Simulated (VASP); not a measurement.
PtSe2:

```xyz
3
Lattice="3.7270 0.0000 0.0000 -1.8635 3.2277 0.0000 0.0000 0.0000 5.0700" Properties=species:S:1:pos:R:3 pbc="T T T"
Pt    0.0000    0.0000    0.0000
Se    0.0000    2.1518    1.2675
Se    1.8635    1.0759    3.8025
```

```yaml
Program: VASP 6.6.1
Task: relaxation of the atoms
Functional: PBE
Potentials_or_basis: VASP PAW PBE potentials, release 64 (Pt, Se)
Cutoff: 520 eV
k_mesh: 14 × 14 × 10
Occupations: gaussian, width 0.02 eV
Spin: no spin polarisation
```

At the start: pressure 6.9 GPa; volume 20.33 Å³/atom.

How do energy, volume and symmetry change on relaxing?

Over 20 steps the energy falls by 7.6 meV/atom; space group P-3m1 (No. 164, to 0.1 Å) before and after.

The path:
| step | energy change (eV) | largest force (eV/Å) | pressure (GPa) |
| --- | --- | --- | --- |
| 1 | 0.0000 | 0.5309 | 6.87 |
| 2 | -0.0190 | 0.2152 | 5.25 |
| 3 | -0.0228 | 0.0060 | 4.12 |
| 4 | -0.0228 | 0.0044 | 4.16 |
| 5 | -0.0228 | 0.0045 | 4.16 |
| 6 | -0.0228 | 0.0045 | 4.16 |
| 7 | -0.0228 | 0.0046 | 4.16 |
| 8 | -0.0228 | 0.0046 | 4.16 |
| 9 | -0.0228 | 0.0046 | 4.16 |
| 10 | -0.0228 | 0.0046 | 4.16 |
| 11 | -0.0228 | 0.0045 | 4.16 |
| 12 | -0.0228 | 0.0045 | 4.16 |
| 13 | -0.0228 | 0.0044 | 4.16 |
| 14 | -0.0228 | 0.0043 | 4.16 |
| 15 | -0.0228 | 0.0040 | 4.16 |
| 16 | -0.0228 | 0.0036 | 4.15 |
| 17 | -0.0228 | 0.0029 | 4.15 |
| 18 | -0.0228 | 0.0012 | 4.14 |
| 19 | -0.0228 | 0.0018 | 4.12 |
| 20 | -0.0228 | 0.0001 | 4.14 |

Final structure:
```
CELL_PARAMETERS angstrom
3.72700 0.00000 0.00000
-1.86350 3.22768 0.00000
0.00000 0.00000 5.07000
ATOMIC_POSITIONS crystal
Pt 0.00000 0.00000 0.00000
Se 0.33333 0.66667 0.25861
Se 0.66667 0.33333 0.74139
```
